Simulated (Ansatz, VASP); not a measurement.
**Two plane-wave programs on Mo**

The input POSCAR:

```
Mo
1.0
   -1.4394449738      1.4394449738      1.8712784660
    1.4394449738     -1.4394449738      1.8712784660
    1.4394449738      1.4394449738     -1.8712784660
Mo
1
Direct
    0.0000000000      0.0000000000      0.0000000000
```

File INCAR.step1:

```
SYSTEM = Mo
PREC = Accurate
ENCUT = 520
ISMEAR = 0
SIGMA = 0.15
LREAL = .FALSE.
LASPH = .TRUE.
NELM = 80
NBANDS = 13
GGA = PE
ALGO = Normal
EDIFF = 1E-4
LWAVE = .TRUE.
LCHARG = .FALSE.
```

Contents of INCAR.step2:

```
SYSTEM = Mo
PREC = Accurate
ENCUT = 520
EDIFF = 1E-7
ISMEAR = 0
SIGMA = 0.15
LREAL = .FALSE.
LASPH = .TRUE.
NELM = 80
ALGO = Normal
ISIF = 2
LWAVE = .FALSE.
LCHARG = .TRUE.
METAGGA = R2SCAN
LMIXTAU = .TRUE.
LELF = .TRUE.
LVHAR = .TRUE.
NBANDS = 13
ISTART = 1
```

Contents of KPOINTS:

```
Automatic mesh
0
G
  24 24 24
  0 0 0
```

Input for Ansatz:

```yaml
crystal:
  lattice:
    - [-1.4394449738, 1.4394449738, 1.871278466]
    - [1.4394449738, -1.4394449738, 1.871278466]
    - [1.4394449738, 1.4394449738, -1.871278466]
  atoms:
    - { symbol: Mo, position: [0.0, 0.0, 0.0] }
basis:
  ecutwfc: 500
kpoints:
  mp_grid: { grid: [24, 24, 24] }
hamiltonian:
  xc: r2scan
scf:
  occupations: { method: gaussian, width: 0.15 }
output:
  forces: true
  stress: true
  eigenvalues: true
```

Alike in both runs: task single point; functional r2SCAN; k mesh 24 × 24 × 24; occupations gaussian, width 0.15 eV; no spin polarisation.

|  | VASP | Ansatz |
| --- | --- | --- |
| version | VASP 6.6.1 | Ansatz 0.2.0 |
| potentials or method | VASP PAW PBE potentials, release 64 (Mo_sv), cutoff 520 eV | scalar-relativistic, plane waves, PAW |
| valence electrons in the cell | 14 | 14 |

```csv
,VASP,Ansatz,Ansatz less VASP
gap on the k mesh at the Fermi level (eV),none,none,-
pressure (GPa),7.2,6.1,-1.12
"traceless stress, the component that is largest in VASP (GPa)",-13.91,-13.96,-0.046
```

VASP's potentials were made for PBE, not for r2SCAN. A gap of «none» marks a metal or a gap that the smearing closes.
